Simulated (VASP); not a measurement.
Here is a VASP 6.6.1 calculation.

The input INCAR:

```
SYSTEM = SnO2
PREC = Accurate ; ENCUT = 520
EDIFF = 1E-7 ; ISMEAR = 0
SIGMA = 0.01 ; LREAL = .FALSE.
LASPH = .TRUE. ; NELM = 100
ALGO = Normal ; ISIF = 2
LWAVE = .FALSE. ; LCHARG = .TRUE.
GGA = PS ; LELF = .TRUE.
LVHAR = .TRUE. ; NBANDS = 35
```

The input KPOINTS:

```
Automatic mesh
0
G
  8 8 8
  0 0 0
```

POSCAR

```
SnO2
1.0
   -2.0000700000      2.0000700000      5.1236800000
    2.0000700000     -2.0000700000      5.1236800000
    2.0000700000      2.0000700000     -5.1236800000
Sn O
2 4
Direct
    0.7500000000      0.2500000000      0.5000000000
    0.0000000000      0.0000000000      0.0000000000
    0.7965200000      0.7965200000      0.0000000000
    0.9534800000      0.4534800000      0.5000000000
    0.2034800000      0.2034800000      0.0000000000
    0.5465200000      0.0465200000      0.5000000000
```

Potentials or basis: VASP PAW PBE potentials, release 64 (Sn_d, O).

The run is started by

```sh
$ cat potpaw_PBE.64/Sn_d/POTCAR potpaw_PBE.64/O/POTCAR > POTCAR
$ mpirun -np 1 vasp_std > vasp.out
```

Task: Estimate the largest force.

Result: 0.057 eV/Å.

Task: Predict the pressure.

Result: 1.2 GPa.

Task: What does it give for the band gap on the k mesh?

Result: 1.56 eV (least direct gap 1.94 eV).

Stress tensor (GPa, compression positive):
```
1.54 0.00 0.00
0.00 1.54 0.00
0.00 0.00 0.65
```

Caveat: the PAW data sets were made with another functional, which shifts forces and pressure a little; spin-orbit coupling is left out, which moves the levels of the heavy elements. A k mesh can miss the band edges.
